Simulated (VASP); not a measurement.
# SiO2 in VASP: single point with PBE

Aim: the single point of SiO2 with PBE.

Everything below comes from runs of VASP 6.6.1. Logs are shortened: lines on timing, memory, paths and dates and some standing lists are left out, and cuts for length are marked.

### Step 1. The cell of the first run

The cell holds a sheet with vacuum, 3 atoms: a = 5.773 Å, b = 2.504 Å, c = 27.046 Å, α = 90.00°, β = 90.00°, γ = 90.00°.

### Step 2. Single point, PBE

File INCAR:

```
SYSTEM = SiO2
PREC = Accurate
ENCUT = 520
EDIFF = 1E-7
ISMEAR = 0
SIGMA = 0.1
LREAL = .FALSE.
LASPH = .TRUE.
NELM = 60
ALGO = Normal
ISIF = 2
LWAVE = .FALSE.
LCHARG = .FALSE.
LDIPOL = .TRUE.
IDIPOL = 3
DIPOL = 0.5 0.5 0.296
GGA = PE
NBANDS = 15
```

File KPOINTS:

```
Automatic mesh
0
G
  8 6 1
  0 0 0
```

File POSCAR:

```
SiO2
1.0
    5.7732316045      0.0000000000      0.0000000000
    0.0000000000      2.5042931543      0.0000000000
    0.0000000000      0.0000000000     27.0459955200
Si O
1 2
Direct
    0.5000000000      0.0000000000      0.2957924028
    0.5000000000      0.4999984798      0.3383090456
    0.5000000000      0.5000015202      0.2532757599
```

Potentials or basis: VASP PAW PBE potentials, release 64 (Si, O).

Run with:

```sh
cat potpaw_PBE.64/Si/POTCAR potpaw_PBE.64/O/POTCAR > POTCAR
mpirun -np 1 vasp_std > vasp.out
```

OUTCAR:

```text
SYSTEM = SiO2
   PREC = Accurate
   ENCUT = 520
   EDIFF = 1E-7
   ISMEAR = 0
   LREAL = .FALSE.
   LASPH = .TRUE.
   NELM = 60
   ISIF = 2
   GGA = PE

 ion  position               nearest neighbor table
   1  0.500  0.000  0.296-   2 1.70   3 1.70   2 1.70   3 1.70
   2  0.500  0.500  0.338-   1 1.70   1 1.70
   3  0.500  0.500  0.253-   1 1.70   1 1.70

  LATTYP: Found a simple orthorhombic cell.
 ALAT       =     2.5042931543
 B/A-ratio  =     2.3053337803
 C/A-ratio  =    10.7998520355

  Lattice vectors:

 A1 = (   0.0000000000,  -2.5042931543,   0.0000000000)
 A2 = (   5.7732316045,   0.0000000000,   0.0000000000)
 A3 = (   0.0000000000,   0.0000000000,  27.0459955200)

Analysis of symmetry for initial positions (statically):
=====================================================================
 Subroutine PRICEL returns:
 Original cell was already a primitive cell.

 Routine SETGRP: Setting up the symmetry group for a
 simple orthorhombic supercell.

 Subroutine GETGRP returns: Found  8 space group operations
 (whereof  4 operations were pure point group operations)
 out of a pool of  8 trial point group operations.

The static configuration has the point symmetry C_2v.
 The point group associated with its full space group is D_2h.

Analysis of symmetry for dynamics (positions and initial velocities):
=====================================================================
 Subroutine PRICEL returns:
 Original cell was already a primitive cell.

 Routine SETGRP: Setting up the symmetry group for a
 simple orthorhombic supercell.

 Subroutine GETGRP returns: Found  8 space group operations
 (whereof  4 operations were pure point group operations)
 out of a pool of  8 trial point group operations.

The dynamic configuration has the point symmetry C_2v.
 The point group associated with its full space group is D_2h.

 Subroutine INISYM returns: Found  8 space group operations
 (whereof  4 operations are pure point group operations),
 and found     1 'primitive' translations

----------------------------------------------------------------------------------------

                                     Primitive cell

  volume of cell :     391.0273

  direct lattice vectors                    reciprocal lattice vectors
     5.773231605  0.000000000  0.000000000     0.173213214  0.000000000  0.000000000
     0.000000000  2.504293154  0.000000000     0.000000000  0.399314273  0.000000000
     0.000000000  0.000000000 27.045995520     0.000000000  0.000000000  0.036974050

  length of vectors
     5.773231605  2.504293154 27.045995520     0.173213214  0.399314273  0.036974050

  position of ions in fractional coordinates (direct lattice)
     0.500000000  0.000000000  0.295792403
     0.500000000  0.499998480  0.338309046
     0.500000000  0.500001520  0.253275760

  ion indices of the primitive-cell ions
   primitive index   ion index
                 1           1
                 2           2
                 3           3

----------------------------------------------------------------------------------------

 KPOINTS: Automatic mesh

Automatic generation of k-mesh.
 Grid dimensions read from file:
 generate k-points for:    8    6    1

 Generating k-lattice:

  Cartesian coordinates                     Fractional coordinates (reciprocal lattice)
     0.021651652  0.000000000  0.000000000     0.125000000  0.000000000  0.000000000
     0.000000000  0.066552379  0.000000000     0.000000000  0.166666667  0.000000000
     0.000000000  0.000000000  0.036974050     0.000000000  0.000000000  1.000000000

  Length of vectors
     0.021651652  0.066552379  0.036974050

  Shift w.r.t. Gamma in fractional coordinates (k-lattice)
     0.000000000  0.000000000  0.000000000

 Subroutine IBZKPT returns following result:
 ===========================================

 Found     20 irreducible k-points:

 Following reciprocal coordinates:
            Coordinates               Weight
  0.000000  0.000000  0.000000      1.000000
  0.125000  0.000000  0.000000      2.000000
  0.250000  0.000000  0.000000      2.000000
  0.375000  0.000000  0.000000      2.000000
  0.500000  0.000000  0.000000      1.000000
  0.000000  0.166667  0.000000      2.000000
[... 12 lines left out ...]
  0.375000  0.500000  0.000000      2.000000
  0.500000  0.500000  0.000000      1.000000
   k-points           NKPTS =     20   k-points in BZ     NKDIM =     20   number of bands    NBANDS=     15
   number of dos      NEDOS =    301   number of ions     NIONS =      3
   total plane-waves  NPLWV = 201600
   dimension x,y,z NGX =    48 NGY =   20 NGZ =  210
   dimension x,y,z NGXF=    96 NGYF=   40 NGZF=  420
   ions per type =               1   2
   NGX,Y,Z   is equivalent  to a cutoff of  13.82, 13.28, 12.91 a.u.
   NGXF,Y,Z  is equivalent  to a cutoff of  27.64, 26.55, 25.82 a.u.
 SYSTEM =  SiO2
   PREC   = accura    normal or accurate (medium, high low for compatibility)
   ISTART =      0    job   : 0-new  1-cont  2-samecut
   ICHARG =      2    charge: 1-file 2-atom 10-const
   ISPIN  =      1    spin polarized calculation?
   LNONCOLLINEAR =      F non collinear calculations
   LSORBIT =      F    spin-orbit coupling
   LASPH  =      T    aspherical Exc in radial PAW
   ENCUT  =  520.0 eV  38.22 Ry    6.18 a.u.  10.73  4.66 50.29*2*pi/ulx,y,z
   NELM   =     60;   NELMIN=  2; NELMDL= -5     # of ELM steps
   EDIFF  = 0.1E-06   stopping-criterion for ELM
   LREAL  =      F    real-space projection
   EDIFFG = 0.1E-05   stopping-criterion for IOM
   NSW    =      0    number of steps for IOM
   IBRION =     -1    ionic relax: 0-MD 1-quasi-New 2-CG
   NFREE  =      0    steps in history (QN), initial steepest desc. (CG)
   ISIF   =      2    stress and relaxation
   ISYM   =      2    0-nonsym 1-usesym 2-fastsym
   POTIM  = 0.5000    time-step for ionic-motion
   TEBEG  =    0.0;   TEEND  =   0.0 temperature during run
   PSTRESS=    0.0 pullay stress
   NELECT =      16.0000    total number of electrons
   NUPDOWN=      -1.0000    fix difference up-down
   EMIN   =  10.00;   EMAX   =-10.00  energy-range for DOS
   EFERMI =   0.00;   METHOD = LEGACY
   ISMEAR =     0;   SIGMA  =   0.10  broadening in eV -4-tet -1-fermi 0-gaus
   EFERMI_NEDOS =   21; number of points for ismear=-14 and -15
   IALGO  =     38    algorithm
   IMIX   =      4    mixing-type and parameters
     AMIX     =   0.40;   BMIX     =  1.00
     AMIX_MAG =   1.60;   BMIX_MAG =  1.00
  volume/ion in A,a.u.               =     130.34       879.59
  Fermi-wavevector in a.u.,A,eV,Ry     =   0.564130  1.066051  4.329953  0.318243
  Thomas-Fermi vector in A             =   1.601561
   LORBIT       =      0    0 simple, 1 ext, 2 COOP (PROOUT), +10 PAW based schemes
   GGA     = PE    functional components
   LHFCALC =     F    Hartree Fock is set to
   AEXX    =    0.0000 exact exchange contribution
   IVDW    =     0    specifies the selected vdW correction
   LEPSILON=     F    determine dielectric tensor
   LRPA    =     F    only Hartree local field effects (RPA)
 non-spin polarized calculation
 Gauss-broadening in eV      SIGMA  =   0.10
  energy-cutoff  :      520.00
  volume of cell :      391.03
 maximum number of plane-waves:     10611
 NGX is ok and might be reduce to    48
   NGX = 21   NGY =  9   NGZ =101

 dipolmoment           0.000000      0.000000     -0.000001 electrons x Angstroem

 number of electron      15.9999999 magnetization

 dipolmoment           0.000000      0.000000      0.000001 electrons x Angstroem

 Free energy of the ion-electron system (eV)
  ---------------------------------------------------
  ext. energy  EPLUGINS =         0.00000000
  ---------------------------------------------------
  free energy    TOTEN  =       -20.90727689 eV

  energy without entropy =      -20.90727689  energy(sigma->0) =      -20.90727689

 E-fermi :  -6.7478     XC(G=0):  -1.3548

 val. band max:       -7.2800804563   @ k =   0.5000   0.5000   0.0000
 cond. band min:      -4.2133248831   @ k =   0.0000   0.0000   0.0000
 fundamental gap:      3.0667555732
 Fermi energy:        -6.7478032728

 k-point     1 :       0.0000    0.0000    0.0000
  band No.  band energies     occupation
      1     -26.8458      2.00000
      2     -24.5009      2.00000
      3     -11.9701      2.00000
      4     -11.2920      2.00000
      5      -9.0022      2.00000
      6      -8.8041      2.00000
      7      -8.2399      2.00000
      8      -7.8752      2.00000
      9      -4.2133      0.00000
     10      -0.9304      0.00000
     11       0.2898      0.00000
     12       0.7595      0.00000
     13       1.1469      0.00000
     14       1.4014      0.00000
     15       1.4327      0.00000

 k-point     2 :       0.1250    0.0000    0.0000
  band No.  band energies     occupation
      1     -26.8457      2.00000
      2     -24.5008      2.00000
      3     -11.9698      2.00000
      4     -11.2998      2.00000
      5      -9.0022      2.00000
      6      -8.8071      2.00000
      7      -8.2399      2.00000
      8      -7.8747      2.00000
      9      -4.1338      0.00000
     10      -1.0535      0.00000
     11       0.3659      0.00000
     12       0.7834      0.00000
     13       1.2099      0.00000
     14       1.4729      0.00000
     15       1.5114      0.00000

 k-point     3 :       0.2500    0.0000    0.0000
  band No.  band energies     occupation
      1     -26.8455      2.00000
      2     -24.5007      2.00000
      3     -11.9687      2.00000
      4     -11.3186      2.00000
      5      -9.0021      2.00000
      6      -8.8144      2.00000
      7      -8.2399      2.00000
      8      -7.8735      2.00000
      9      -3.9186      0.00000
     10      -1.3596      0.00000
     11       0.5883      0.00000
     12       0.8359      0.00000
     13       1.3997      0.00000
     14       1.6847      0.00000
     15       1.7161      0.00000

 k-point     4 :       0.3750    0.0000    0.0000
  band No.  band energies     occupation
      1     -26.8454      2.00000
      2     -24.5007      2.00000
      3     -11.9677      2.00000
      4     -11.3371      2.00000
      5      -9.0021      2.00000
      6      -8.8216      2.00000
      7      -8.2399      2.00000
      8      -7.8723      2.00000
      9      -3.6501      0.00000
     10      -1.7046      0.00000
     11       0.8800      0.00000
     12       0.9330      0.00000
     13       1.7137      0.00000
     14       1.9886      0.00000
     15       2.0009      0.00000
[... 235 lines left out ...]
 k-point    18 :       0.2500    0.5000    0.0000
  band No.  band energies     occupation
      1     -25.2611      2.00000
      2     -23.3931      2.00000
      3     -14.9923      2.00000
      4     -12.6910      2.00000
      5     -10.6530      2.00000
      6      -9.1021      2.00000
      7      -7.5515      2.00000
      8      -7.2804      2.00000
      9      -2.8157      0.00000
     10      -0.9370      0.00000
     11       3.4576      0.00000
     12       4.9122      0.00000
     13       5.0390      0.00000
     14       5.1584      0.00000
     15       6.5561      0.00000

 k-point    19 :       0.3750    0.5000    0.0000
  band No.  band energies     occupation
      1     -25.2611      2.00000
      2     -23.3930      2.00000
      3     -14.9916      2.00000
      4     -12.6908      2.00000
      5     -10.6528      2.00000
      6      -9.1067      2.00000
      7      -7.5533      2.00000
      8      -7.2802      2.00000
      9      -2.8744      0.00000
     10      -0.8858      0.00000
     11       3.7604      0.00000
     12       4.7402      0.00000
     13       4.8291      0.00000
     14       5.7165      0.00000
     15       6.9069      0.00000

 k-point    20 :       0.5000    0.5000    0.0000
  band No.  band energies     occupation
      1     -25.2610      2.00000
      2     -23.3931      2.00000
      3     -14.9914      2.00000
      4     -12.6907      2.00000
      5     -10.6528      2.00000
      6      -9.1085      2.00000
      7      -7.5541      2.00000
      8      -7.2801      2.00000
      9      -2.8976      0.00000
     10      -0.8657      0.00000
     11       3.9458      0.00000
     12       4.6801      0.00000
     13       4.6856      0.00000
     14       6.3821      0.00000
     15       6.4855      0.00000

------------------------ aborting loop because EDIFF is reached ----------------------------------------

 vacuum level on the upper side and lower side of the slab       (xc-potential included)        -0.086        -0.086

  FORCE on cell =-STRESS in cart. coord.  units (eV):
  Direction    XX          YY          ZZ          XY          YZ          ZX
  --------------------------------------------------------------------------------------
  -------------------------------------------------------------------------------------
  Total        0.0903795      0.3003758      0.1315117      0.0000000      0.0000000      0.0000000
  in kB        0.3703166      1.2307460      0.5388499      0.0000000      0.0000000      0.0000000
  external PRESSURE =       0.7133041 kB  Pullay stress =       0.0000000 kB

 VOLUME and BASIS-vectors are now :
 -----------------------------------------------------------------------------
  energy-cutoff  :      520.00
  volume of cell :      391.03
      direct lattice vectors                 reciprocal lattice vectors
     5.773231605  0.000000000  0.000000000     0.173213214  0.000000000  0.000000000
     0.000000000  2.504293154  0.000000000     0.000000000  0.399314273  0.000000000
     0.000000000  0.000000000 27.045995520     0.000000000  0.000000000  0.036974050

 POSITION                                       TOTAL-FORCE (eV/Angst)
 -----------------------------------------------------------------------------------
      2.88662      0.00000      8.00000         0.000000      0.000000     -0.000000
      2.88662      1.25214      9.14990         0.000000      0.000000      0.080576
      2.88662      1.25215      6.85010         0.000000      0.000000     -0.080576
 -----------------------------------------------------------------------------------
    total drift:                                0.000000     -0.000000      0.000133

  FREE ENERGIE OF THE ION-ELECTRON SYSTEM (eV)
  ---------------------------------------------------
  free  energy   TOTEN  =       -20.9072768939 eV

  energy  without entropy=      -20.9072768939  energy(sigma->0) =      -20.90727689

 vacuum level on the upper side and lower side of the slab         1.037         1.037
```

Wall time 98 s (1 thread of Intel Xeon 6975P-C (Granite Rapids), shared host); peak memory 0.51 GiB.

Results:

| Property | Result |
| --- | --- |
| Free energy | -20.9073 eV |
| Largest force | 0.081 eV/Å |
| Band gap on the k mesh | 3.07 eV, indirect (least direct gap 3.66 eV) |

Forces in eV/Å, atoms in the order of the input:
```
Si   0.000  0.000  0.000
O    0.000  0.000  0.081
O    0.000  0.000 -0.081
```
